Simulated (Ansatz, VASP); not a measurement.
**Pd in VASP and in Ansatz**

File INCAR:

```
SYSTEM = Pd
PREC = Accurate
ENCUT = 500
EDIFF = 1E-6
ISMEAR = 0
SIGMA = 0.02
LREAL = .False.
LASPH = .True.
NELM = 120
ALGO = Normal
ISIF = 2
LWAVE = .False.
LCHARG = .False.
GGA = PE
NBANDS = 11
GGA_COMPAT = .False.
```

Contents of KPOINTS:

```
Automatic mesh
0
Gamma
  12 12 12
  0 0 0
```

Contents of POSCAR:

```
Pd
1.0
    2.7232705800      0.0000000000      0.0000000000
   -0.9077568598      2.5675241256      0.0000000000
   -0.9077568598     -1.2837620624      2.2235411178
Pd
1
Direct
    0.0000000000      0.0000000000      0.0000000000
```

File input.yaml:

```yaml
crystal:
  lattice:
    - [2.72327058, 0.0, 0.0]
    - [-0.9077568598, 2.5675241256, 0.0]
    - [-0.9077568598, -1.2837620624, 2.2235411178]
  atoms:
    - { symbol: Pd, position: [0.0, 0.0, 0.0] }
hamiltonian:
  xc: pbe
  pseudopotentials: { kind: paw }
kpoints:
  mp_grid: { grid: [12, 12, 12] }
scf:
  occupations: { method: gaussian, width: 0.02 }
output:
  forces: true
  stress: true
  eigenvalues: true
  write_density: true
  write_potential: true
  elf: true
  volumetric_format: npy
```

Alike in both runs: task single point; functional PBE; k mesh 12 × 12 × 12; occupations gaussian, width 0.02 eV; no spin polarisation.

|  | VASP | Ansatz |
| --- | --- | --- |
| version | VASP 6.6.1 | Ansatz 0.2.0 |
| potentials or method | VASP PAW PBE potentials, release 64 (Pd) | Ansatz PAW |
| plane-wave cutoff (eV) | 500 | 420 |
| valence electrons in the cell | 10 | 18 |

VASP gave:

| Property | Result |
| --- | --- |
| gap on the k mesh at the Fermi level (eV) | none |
| pressure (GPa) | -1.5 |

Question: What did Ansatz give for the same quantities?

Answer: gap on the k mesh at the Fermi level (eV): none; pressure (GPa): -1.2.

A gap of «none» marks a metal or a gap that the smearing closes. VASP's potentials hold 10 valence electrons a cell and Ansatz's 18, so a difference there can come from the potentials and not from the codes.
